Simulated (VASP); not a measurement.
# InSe (C2/m) in VASP: single point with PBEsol

Aim: the single point of InSe with PBEsol.

Everything below comes from runs of VASP 6.6.1. Logs are shortened: lines on timing, memory, paths and dates and some standing lists are left out, and cuts for length are marked.

## (1) The cell of the first run

The structure is monoclinic, space group C2/m (No. 12). The conventional cell has a = 11.653 Å, b = 4.109 Å, c = 5.073 Å, α = 90.00°, β = 109.86°, γ = 90.00°. Within 3.5 Å of In (site symmetry m) lie 3 Se at 2.68 to 2.69 Å and 1 In at 2.80 Å. Within 3.5 Å of Se (site symmetry m) lie 3 In at 2.68 to 2.69 Å.

## (2) Single point, PBEsol

The input, INCAR:

```
SYSTEM = InSe
ALGO     = Normal         ! electronic algorithm
EDIFF    = 1E-7           ! SCF threshold, eV
ENCUT    = 520            ! plane-wave cutoff, eV
GGA      = PS             ! functional
ISIF     = 2              ! what is computed and relaxed
ISMEAR   = -1             ! smearing method
LASPH    = .TRUE.         ! aspherical terms in the spheres
LCHARG   = .FALSE.        ! write CHGCAR
LREAL    = .FALSE.        ! projectors in reciprocal space
LWAVE    = .FALSE.        ! write WAVECAR
NBANDS   = 27             ! bands
NELM     = 100            ! most SCF steps
PREC     = Accurate       ! precision mode
SIGMA    = 0.02           ! smearing width, eV
```

The input, KPOINTS:

```
k-points
0
G
  9 9 8
  0 0 0
```

The input, POSCAR:

```
InSe
1.0
    5.8263928781     -2.0546489550      0.0000000000
    5.8263928781      2.0546489550      0.0000000000
   -1.7232330140      0.0000000000      4.7713478577
In Se
2 2
Direct
    0.8882032500      0.8882032500      0.0468413600
    0.1117967500      0.1117967500      0.9531586400
    0.6609275900      0.6609275900      0.6689556200
    0.3390724100      0.3390724100      0.3310443800
```

Potentials or basis: VASP PAW PBE potentials, release 64 (In_d, Se).

Launch:

```
cat potpaw_PBE.64/In_d/POTCAR potpaw_PBE.64/Se/POTCAR > POTCAR
mpirun -np 1 vasp_std > vasp.out
```

OUTCAR:

```text
SYSTEM = InSe
   EDIFF = 1E-7
   ENCUT = 520
   GGA = PS
   ISIF = 2
   ISMEAR = -1
   LASPH = .TRUE.
   LREAL = .FALSE.
   NELM = 100
   PREC = Accurate

 ion  position               nearest neighbor table
   1  0.888  0.888  0.047-   4 2.68   4 2.68   3 2.69   2 2.80   2 3.71   2 3.71
   2  0.112  0.112  0.953-   3 2.68   3 2.68   4 2.69   1 2.80   1 3.71   1 3.71
   3  0.661  0.661  0.669-   2 2.68   2 2.68   1 2.69
   4  0.339  0.339  0.331-   1 2.68   1 2.68   2 2.69

  LATTYP: Found a base centered monoclinic cell.
 ALAT       =    11.6527857562
 B/A-ratio  =     0.3526451096
 C/A-ratio  =     0.4353462338
 COS(beta)  =    -0.3396874117

  Lattice vectors:

 A1 = (   5.8263928781,  -2.0546489550,   0.0000000000)
 A2 = (   5.8263928781,   2.0546489550,   0.0000000000)
 A3 = (  -1.7232330140,   0.0000000000,   4.7713478577)

Analysis of symmetry for initial positions (statically):
=====================================================================
 Subroutine PRICEL returns:
 Original cell was already a primitive cell.

 Routine SETGRP: Setting up the symmetry group for a
 base centered monoclinic supercell.

 Subroutine GETGRP returns: Found  4 space group operations
 (whereof  4 operations were pure point group operations)
 out of a pool of  4 trial point group operations.

The static configuration has the point symmetry C_2h.

Analysis of symmetry for dynamics (positions and initial velocities):
=====================================================================
 Subroutine PRICEL returns:
 Original cell was already a primitive cell.

 Routine SETGRP: Setting up the symmetry group for a
 base centered monoclinic supercell.

 Subroutine GETGRP returns: Found  4 space group operations
 (whereof  4 operations were pure point group operations)
 out of a pool of  4 trial point group operations.

The dynamic configuration has the point symmetry C_2h.

 Subroutine INISYM returns: Found  4 space group operations
 (whereof  4 operations are pure point group operations),
 and found     1 'primitive' translations

----------------------------------------------------------------------------------------

                                     Primitive cell

  volume of cell :     114.2374
[... 82 lines left out ...]
   NGXF,Y,Z  is equivalent  to a cutoff of  25.83, 25.83, 26.22 a.u.
 SYSTEM =  InSe
   PREC   = accura    normal or accurate (medium, high low for compatibility)
   ISTART =      0    job   : 0-new  1-cont  2-samecut
   ICHARG =      2    charge: 1-file 2-atom 10-const
   ISPIN  =      1    spin polarized calculation?
   LNONCOLLINEAR =      F non collinear calculations
   LSORBIT =      F    spin-orbit coupling
   LASPH  =      T    aspherical Exc in radial PAW
   ENCUT  =  520.0 eV  38.22 Ry    6.18 a.u.  11.49 11.49  9.43*2*pi/ulx,y,z
   NELM   =    100;   NELMIN=  2; NELMDL= -5     # of ELM steps
   EDIFF  = 0.1E-06   stopping-criterion for ELM
   LREAL  =      F    real-space projection
   EDIFFG = 0.1E-05   stopping-criterion for IOM
   NSW    =      0    number of steps for IOM
   IBRION =     -1    ionic relax: 0-MD 1-quasi-New 2-CG
   NFREE  =      0    steps in history (QN), initial steepest desc. (CG)
   ISIF   =      2    stress and relaxation
   ISYM   =      2    0-nonsym 1-usesym 2-fastsym
   POTIM  = 0.5000    time-step for ionic-motion
   TEBEG  =    0.0;   TEEND  =   0.0 temperature during run
   PSTRESS=    0.0 pullay stress
   NELECT =      38.0000    total number of electrons
   NUPDOWN=      -1.0000    fix difference up-down
   EMIN   =  10.00;   EMAX   =-10.00  energy-range for DOS
   EFERMI =   0.00;   METHOD = LEGACY
   ISMEAR =    -1;   SIGMA  =   0.02  broadening in eV -4-tet -1-fermi 0-gaus
   EFERMI_NEDOS =   21; number of points for ismear=-14 and -15
   IALGO  =     38    algorithm
   IMIX   =      4    mixing-type and parameters
     AMIX     =   0.40;   BMIX     =  1.00
     AMIX_MAG =   1.60;   BMIX_MAG =  1.00
  volume/ion in A,a.u.               =      28.56       192.73
  Fermi-wavevector in a.u.,A,eV,Ry     =   1.134314  2.143542 17.506177  1.286668
  Thomas-Fermi vector in A             =   2.271018
   LORBIT       =      0    0 simple, 1 ext, 2 COOP (PROOUT), +10 PAW based schemes
   GGA     = PS    functional components
   LHFCALC =     F    Hartree Fock is set to
   AEXX    =    0.0000 exact exchange contribution
   IVDW    =     0    specifies the selected vdW correction
   LEPSILON=     F    determine dielectric tensor
   LRPA    =     F    only Hartree local field effects (RPA)
 non-spin polarized calculation
  energy-cutoff  :      520.00
  volume of cell :      114.24
 maximum number of plane-waves:      3098
 NGX is ok and might be reduce to    48
   NGX = 23   NGY = 23   NGZ = 19

 number of electron      38.0000006 magnetization

 Free energy of the ion-electron system (eV)
  ---------------------------------------------------
  ext. energy  EPLUGINS =         0.00000000
  ---------------------------------------------------
  free energy    TOTEN  =       -15.50288084 eV

  energy without entropy =      -15.50288084  energy(sigma->0) =      -15.50288084

 E-fermi :   4.1860     XC(G=0):  -9.2697

 val. band max:        3.7808041846   @ k =  -0.3333  -0.3333   0.2500
 cond. band min:       4.8615426657   @ k =   0.0000   0.0000   0.5000
 fundamental gap:      1.0807384811
 Fermi energy:         4.1860265817

 k-point     1 :       0.0000    0.0000    0.0000
  band No.  band energies     occupation
      1     -10.6376      2.00000
      2     -10.5193      2.00000
      3     -10.3318      2.00000
      4     -10.3025      2.00000
      5     -10.2633      2.00000
      6     -10.2605      2.00000
[... 709 lines left out ...]
     26      10.4643      0.00000
     27      11.6786      0.00000

 [... further k-points ...]
[... 5 lines left out ...]
  --------------------------------------------------------------------------------------
  -------------------------------------------------------------------------------------
  Total       -0.9902826     -0.7517409     -0.6175019      0.0000000      0.0000000      0.0073110
  in kB      -13.8886896    -10.5431480     -8.6604494      0.0000000      0.0000000      0.1025361
  external PRESSURE =     -11.0307624 kB  Pullay stress =       0.0000000 kB

 VOLUME and BASIS-vectors are now :
 -----------------------------------------------------------------------------
  energy-cutoff  :      520.00
  volume of cell :      114.24
      direct lattice vectors                 reciprocal lattice vectors
     5.826392878 -2.054648955  0.000000000     0.085816389 -0.243350573  0.030993681
     5.826392878  2.054648955  0.000000000     0.085816389  0.243350573  0.030993681
    -1.723233014  0.000000000  4.771347858     0.000000000  0.000000000  0.209584384

 POSITION                                       TOTAL-FORCE (eV/Angst)
 -----------------------------------------------------------------------------------
     10.26932      0.00000      0.22350        -0.013054      0.000000     -0.011853
     -0.33977      0.00000      4.54785         0.013054      0.000000      0.011853
      6.54888      0.00000      3.19182         0.012994      0.000000     -0.082181
      3.38067      0.00000      1.57953        -0.012994      0.000000      0.082181
 -----------------------------------------------------------------------------------
    total drift:                               -0.000000     -0.000000      0.000000

  FREE ENERGIE OF THE ION-ELECTRON SYSTEM (eV)
  ---------------------------------------------------
  free  energy   TOTEN  =       -15.5028808361 eV

  energy  without entropy=      -15.5028808361  energy(sigma->0) =      -15.50288084
```

stdout:

```text
POSCAR found type information on POSCAR InSe
 POSCAR found :  2 types and       4 ions
 scaLAPACK will be used
 -----------------------------------------------------------------------------
|                                                                             |
|                                                                             |
|     You enforced a specific xc type in the INCAR file but a different       |
|     I HOPE YOU KNOW WHAT YOU ARE DOING!                                     |
|                                                                             |
 -----------------------------------------------------------------------------

 LDA part: xc-table for (Slater+PW92), standard interpolation
 POSCAR, INCAR and KPOINTS ok, starting setup
 FFT: planning ... GRIDC
 FFT: planning ... GRID_SOFT
 FFT: planning ... GRID
 WAVECAR not read
 entering main loop
```

Run time: 5.7 min. Hardware: 1 thread of Intel Xeon Platinum 8559C (Emerald Rapids), shared host; peak memory 0.63 GiB.

Results:

```
Free energy            : -15.5029 eV
Pressure               : -1.1 GPa
Largest force          : 0.083 eV/Å
Band gap on the k mesh : 1.08 eV, indirect (least direct gap 1.20 eV)
```

Forces in eV/Å, atoms in the order of the input:
```
In  -0.013  0.000 -0.012
In   0.013  0.000  0.012
Se   0.013  0.000 -0.082
Se  -0.013  0.000  0.082
```

Caveat: the PAW data sets were made with another functional, which shifts forces and pressure a little; spin-orbit coupling is left out, which moves the levels of the heavy elements. A k mesh can miss the band edges.
